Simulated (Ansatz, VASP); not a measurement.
**One calculation of Ir, two programs**

```xyz
1
Lattice="0.0000 1.9228 1.9228 1.9228 0.0000 1.9228 1.9228 1.9228 0.0000" Properties=species:S:1:pos:R:3 pbc="T T T"
Ir    0.0000    0.0000    0.0000
```

Alike in both runs: task single point; functional r2SCAN; k mesh 9 × 9 × 9; occupations fermi-dirac, width 0.1 eV; no spin polarisation.

```csv
,VASP,Ansatz
version,VASP 6.6.1,Ansatz 0.2.0
potentials or method,"VASP PAW PBE potentials, release 64 (Ir_sv_GW), cutoff 550 eV","plane waves (500 eV) with PAW, scalar-relativistic"
valence electrons in the cell,17,17
```

```csv
,VASP,Ansatz,Ansatz less VASP
pressure (GPa),-2.9,-0.8,+2.15
```

VASP's potentials were made for PBE, not for r2SCAN. The functional is the same, so the differences come from potentials, cutoffs and numerics.

Neither program's run includes spin-orbit coupling.
